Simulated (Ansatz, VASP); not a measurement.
## Two plane-wave programs on Cr

File INCAR:

```
PREC     = Accurate       # precision mode
ENCUT    = 500            # plane-wave cutoff, eV
EDIFF    = 1E-6           # SCF threshold, eV
ISMEAR   = 0              # smearing method
SIGMA    = 0.05           # smearing width, eV
LREAL    = F              # projectors in reciprocal space
LASPH    = T              # aspherical terms in the spheres
NELM     = 120            # most SCF steps
ALGO     = Normal         # electronic algorithm
ISIF     = 2              # what is computed and relaxed
LWAVE    = F              # write WAVECAR
LCHARG   = F              # write CHGCAR
GGA      = PE             # functional
NBANDS   = 12             # bands
GGA_COMPAT= F
```

File KPOINTS:

```
Automatic mesh
0
Gamma
  16 16 16
```

Contents of POSCAR:

```
Cr
1.0
   -1.4399985532      1.4399985532      1.4399985532
    1.4399985532     -1.4399985532      1.4399985532
    1.4399985532      1.4399985532     -1.4399985532
Cr
1
Direct
    0.0000000000      0.0000000000      0.0000000000
```

Input for Ansatz:

```yaml
crystal:
  lattice:
    - [-1.4399985532, 1.4399985532, 1.4399985532]
    - [1.4399985532, -1.4399985532, 1.4399985532]
    - [1.4399985532, 1.4399985532, -1.4399985532]
  atoms:
    - { symbol: Cr, position: [0.0, 0.0, 0.0] }
basis:
  ecutwfc: 420
  ecutrho_ratio: 4
kpoints:
  mp_grid: { grid: [16, 16, 16] }
hamiltonian:
  xc: pbe
scf:
  occupations: { method: gaussian, width: 0.05 }
output:
  forces: true
  stress: true
  eigenvalues: true
```

Alike in both runs: task single point; functional PBE; k mesh 16 × 16 × 16; occupations gaussian, width 0.05 eV; no spin polarisation.

|  | VASP | Ansatz |
| --- | --- | --- |
| version | VASP 6.6.1 | Ansatz 0.2.0 |
| potentials or method | VASP PAW PBE potentials, release 64 (Cr_pv), cutoff 500 eV | scalar-relativistic, plane waves, PAW |
| valence electrons in the cell | 12 | 14 |

VASP gave:

| Property | Result |
| --- | --- |
| gap on the k mesh at the Fermi level (eV) | none |
| pressure (GPa) | -8.6 |

Q: What did Ansatz give for the same quantities?

A: gap on the k mesh at the Fermi level (eV): none; pressure (GPa): -8.0.

A gap of «none» marks a metal or a gap that the smearing closes. With one functional, cell and mesh, what is left measures potentials, basis and numerics. VASP's potentials hold 12 valence electrons a cell and Ansatz's 14, so a difference there can come from the potentials and not from the codes.
